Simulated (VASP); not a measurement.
# CsH (Fm-3m) in VASP: notebook

CsH is run at these levels: LDA; tasks: single point, relaxation of cell and atoms.

Everything below comes from runs of VASP 6.6.1. Logs are shortened: lines on timing, memory, paths and dates and some standing lists are left out, and cuts for length are marked.

### Step 1. The cell of the first run

It takes space group Fm-3m (No. 225, cubic). The conventional cell has a = 6.101 Å, b = 6.101 Å, c = 6.101 Å, α = 90.00°, β = 90.00°, γ = 90.00°. Within 4.0 Å of Cs (site symmetry m-3m) lie 6 H at 3.05 Å. H (site symmetry m-3m) has 6 Cs at 3.05 Å within 4.0 Å.

### Step 2. Single point, LDA

File INCAR:

```
PREC = Accurate ; ENCUT = 520
EDIFF = 1E-6 ; ISMEAR = 0
SIGMA = 0.01 ; LREAL = F
LASPH = T ; NELM = 80
ALGO = Normal ; ISIF = 2
LWAVE = F ; LCHARG = T
LELF = T ; LVHAR = T
NBANDS = 12
```

File KPOINTS:

```
Automatic mesh
0
Gamma
  6 6 6
```

File POSCAR:

```
CsH
1.0
    0.0000000000      3.0506460278      3.0506460278
    3.0506460278      0.0000000000      3.0506460278
    3.0506460278      3.0506460278      0.0000000000
Cs H
1 1
Direct
    0.0000000000      0.0000000000      0.0000000000
    0.5000000000      0.5000000000      0.5000000000
```

Potentials or basis: VASP PAW LDA potentials, release 64 (Cs_sv, H).

Run with:

```
cat potpaw_LDA.64/Cs_sv/POTCAR potpaw_LDA.64/H/POTCAR > POTCAR
mpirun -np 1 vasp_std > vasp.out
```

OUTCAR:

```text
PREC = Accurate
   ENCUT = 520
   EDIFF = 1E-6
   ISMEAR = 0
   LREAL = F
   LASPH = T
   NELM = 80
   ISIF = 2

 ion  position               nearest neighbor table
   1  0.000  0.000  0.000-
   2  0.500  0.500  0.500-

  LATTYP: Found a face centered cubic cell.
 ALAT       =     6.1012920556

  Lattice vectors:

 A1 = (   0.0000000000,   3.0506460278,   3.0506460278)
 A2 = (   3.0506460278,   0.0000000000,   3.0506460278)
 A3 = (   3.0506460278,   3.0506460278,   0.0000000000)

Analysis of symmetry for initial positions (statically):
=====================================================================
 Subroutine PRICEL returns:
 Original cell was already a primitive cell.

 Routine SETGRP: Setting up the symmetry group for a
 face centered cubic supercell.

 Subroutine GETGRP returns: Found 48 space group operations
 (whereof 48 operations were pure point group operations)
 out of a pool of 48 trial point group operations.

The static configuration has the point symmetry O_h .

Analysis of symmetry for dynamics (positions and initial velocities):
=====================================================================
 Subroutine PRICEL returns:
 Original cell was already a primitive cell.

 Routine SETGRP: Setting up the symmetry group for a
 face centered cubic supercell.

 Subroutine GETGRP returns: Found 48 space group operations
 (whereof 48 operations were pure point group operations)
 out of a pool of 48 trial point group operations.

The dynamic configuration has the point symmetry O_h .

 Subroutine INISYM returns: Found 48 space group operations
 (whereof 48 operations are pure point group operations),
 and found     1 'primitive' translations

----------------------------------------------------------------------------------------

                                     Primitive cell

  volume of cell :      56.7813

  direct lattice vectors                    reciprocal lattice vectors
     0.000000000  3.050646028  3.050646028    -0.163899710  0.163899710  0.163899710
     3.050646028  0.000000000  3.050646028     0.163899710 -0.163899710  0.163899710
     3.050646028  3.050646028  0.000000000     0.163899710  0.163899710 -0.163899710

  length of vectors
     4.314264987  4.314264987  4.314264987     0.283882625  0.283882625  0.283882625

[... 77 lines left out ...]
   ISIF   =      2    stress and relaxation
   ISYM   =      2    0-nonsym 1-usesym 2-fastsym
   POTIM  = 0.5000    time-step for ionic-motion
   TEBEG  =    0.0;   TEEND  =   0.0 temperature during run
   PSTRESS=    0.0 pullay stress
   NELECT =      10.0000    total number of electrons
   NUPDOWN=      -1.0000    fix difference up-down
   EMIN   =  10.00;   EMAX   =-10.00  energy-range for DOS
   EFERMI =   0.00;   METHOD = LEGACY
   ISMEAR =     0;   SIGMA  =   0.01  broadening in eV -4-tet -1-fermi 0-gaus
   EFERMI_NEDOS =   21; number of points for ismear=-14 and -15
   IALGO  =     38    algorithm
   IMIX   =      4    mixing-type and parameters
     AMIX     =   0.40;   BMIX     =  1.00
     AMIX_MAG =   1.60;   BMIX_MAG =  1.00
  volume/ion in A,a.u.               =      28.39       191.59
  Fermi-wavevector in a.u.,A,eV,Ry     =   0.917641  1.734091 11.457001  0.842066
  Thomas-Fermi vector in A             =   2.042633
   LORBIT       =      0    0 simple, 1 ext, 2 COOP (PROOUT), +10 PAW based schemes
   GGA     = CA    functional components
   LHFCALC =     F    Hartree Fock is set to
   AEXX    =    0.0000 exact exchange contribution
   IVDW    =     0    specifies the selected vdW correction
   LEPSILON=     F    determine dielectric tensor
   LRPA    =     F    only Hartree local field effects (RPA)
 non-spin polarized calculation
 Gauss-broadening in eV      SIGMA  =   0.01
  energy-cutoff  :      520.00
  volume of cell :       56.78
 maximum number of plane-waves:      1544
   NGX = 17   NGY = 17   NGZ = 17

 number of electron      10.0000001 magnetization

 Free energy of the ion-electron system (eV)
  ---------------------------------------------------
  ext. energy  EPLUGINS =         0.00000000
  ---------------------------------------------------
  free energy    TOTEN  =        -4.92327135 eV

  energy without entropy =       -4.92327135  energy(sigma->0) =       -4.92327135

 E-fermi :   0.8181     XC(G=0):  -8.0168

 val. band max:        0.7480756560   @ k =   0.5000   0.0000   0.0000
 cond. band min:       2.4744926163   @ k =   0.5000   0.0000   0.0000
 fundamental gap:      1.7264169603
 Fermi energy:         0.8180649111

 k-point     1 :       0.0000    0.0000    0.0000
  band No.  band energies     occupation
      1     -20.8215      2.00000
      2      -7.1015      2.00000
      3      -7.1015      2.00000
      4      -7.1015      2.00000
      5      -1.4284      2.00000
      6       5.6765      0.00000
      7       5.6765      0.00000
      8       5.6765      0.00000
      9       6.8634      0.00000
     10       7.7524      0.00000
     11       7.7524      0.00000
     12       9.3366      0.00000
[... 211 lines left out ...]
 k-point    16 :      -0.3333    0.5000    0.1667
  band No.  band energies     occupation
      1     -20.6425      2.00000
      2      -8.0144      2.00000
      3      -7.6860      2.00000
      4      -7.5659      2.00000
      5      -0.4656      2.00000
      6       3.9365      0.00000
      7       5.4925      0.00000
      8       6.3174      0.00000
      9       9.4757      0.00000
     10       9.7167      0.00000
     11      10.0287      0.00000
     12      10.2542      0.00000

------------------------ aborting loop because EDIFF is reached ----------------------------------------

  FORCE on cell =-STRESS in cart. coord.  units (eV):
  Direction    XX          YY          ZZ          XY          YZ          ZX
  --------------------------------------------------------------------------------------
  -------------------------------------------------------------------------------------
  Total        0.0124454      0.0124454      0.0124454      0.0000000      0.0000000      0.0000000
  in kB        0.3511670      0.3511670      0.3511670      0.0000000      0.0000000      0.0000000
  external PRESSURE =       0.3511670 kB  Pullay stress =       0.0000000 kB

 VOLUME and BASIS-vectors are now :
 -----------------------------------------------------------------------------
  energy-cutoff  :      520.00
  volume of cell :       56.78
      direct lattice vectors                 reciprocal lattice vectors
     0.000000000  3.050646028  3.050646028    -0.163899710  0.163899710  0.163899710
     3.050646028  0.000000000  3.050646028     0.163899710 -0.163899710  0.163899710
     3.050646028  3.050646028  0.000000000     0.163899710  0.163899710 -0.163899710

 POSITION                                       TOTAL-FORCE (eV/Angst)
 -----------------------------------------------------------------------------------
      0.00000      0.00000      0.00000         0.000000      0.000000     -0.000000
      3.05065      3.05065      3.05065         0.000000      0.000000      0.000000
 -----------------------------------------------------------------------------------
    total drift:                                0.000000     -0.000000     -0.000000

  FREE ENERGIE OF THE ION-ELECTRON SYSTEM (eV)
  ---------------------------------------------------
  free  energy   TOTEN  =        -4.9232713545 eV

  energy  without entropy=       -4.9232713545  energy(sigma->0) =       -4.92327135
```

Run time: 5 s. Hardware: 1 thread of Intel Xeon Platinum 8488C (Sapphire Rapids), shared host; peak memory 0.15 GiB.

What came out:

| Quantity | Value |
| --- | --- |
| Free energy | -4.9233 eV |
| Pressure | 0.0 GPa |
| Band gap on the k mesh | 1.73 eV, direct |

Caveat: spin-orbit coupling is left out, which moves the levels of the heavy elements.

### Step 3. Relaxation of cell and atoms, LDA

This run uses another cell than the first one, of 32.40 Å³/atom, 1.141 times its volume.

File INCAR:

```
ALGO = Normal
EDIFF = 1E-7
EDIFFG = -0.01
ENCUT = 600
GGA = CA
IBRION = 2
ISIF = 3
ISMEAR = 0
LASPH = True
LCHARG = False
LREAL = False
LWAVE = False
NELM = 60
NSW = 60
PREC = Accurate
SIGMA = 0.01
```

File KPOINTS:

```
k-points
0
Gamma
  6 6 6
```

File POSCAR:

```
CsH
1.0
    0.0000000000      3.1880000000      3.1880000000
    3.1880000000      0.0000000000      3.1880000000
    3.1880000000      3.1880000000      0.0000000000
Cs H
1 1
Direct
    0.0000000000      0.0000000000      0.0000000000
    0.5000000000      0.5000000000      0.5000000000
```

Potentials or basis: VASP PAW LDA potentials, release 64 (Cs_sv, H).

Run with:

```
cat potpaw_LDA.64/Cs_sv/POTCAR potpaw_LDA.64/H/POTCAR > POTCAR
mpirun -np 1 vasp_std > vasp.out
```

Wall time 17 s (1 thread of Intel Xeon Platinum 8488C (Sapphire Rapids), shared host); peak memory 0.19 GiB.

Results (log left out):

```
Free energy                            : -4.9239 eV
Relaxed volume                         : 28.54 Å³/atom
Relaxed cell                           : a = 4.322 Å, b = 4.322 Å, c = 4.322 Å, α = 60.00°, β = 60.00°, γ = 60.00°
Space group after relaxing (to 0.05 Å) : Fm-3m (No. 225)
Energy gained by relaxing              : 15.9 meV/atom
Ionic steps                            : 4
Pressure after relaxing                : 0.0 GPa
Band gap on the k mesh                 : 1.74 eV, direct
```

The path:
```csv
step,energy change (eV),largest force (eV/Å),pressure (GPa),volume (Å³)
1,0.0000,0.0000,-1.21,64.80
2,-0.0151,0.0000,-0.93,62.54
3,-0.0317,0.0000,-0.12,57.69
4,-0.0319,0.0000,0.01,57.08
```

Final structure:
```
CELL_PARAMETERS angstrom
0.00000 3.05592 3.05592
3.05592 0.00000 3.05592
3.05592 3.05592 0.00000
ATOMIC_POSITIONS crystal
Cs 0.00000 0.00000 0.00000
H 0.50000 0.50000 0.50000
```

Levels at points of the mesh, in eV from the valence-band top:
```csv
k point,band 1,band 2,band 3,band 4,band 5,band 6,band 7,band 8,band 9
"(0.00, 0.00, 0.00)",-21.56,-7.85,-7.85,-7.85,-2.16,4.93,4.93,4.93,6.10
"(0.50, 0.00, 0.00)",-21.43,-9.09,-7.99,-7.99,0.00,1.74,4.45,4.45,7.37
"(0.50, 0.50, 0.00)",-21.39,-8.90,-8.25,-8.25,-1.63,2.54,5.81,8.46,8.57
```

Caveat: spin-orbit coupling is left out, which moves the levels of the heavy elements; the volume moved by -12 % from the deposited cell, more than functionals usually miss. Zero-point motion and thermal expansion aren't in these numbers.
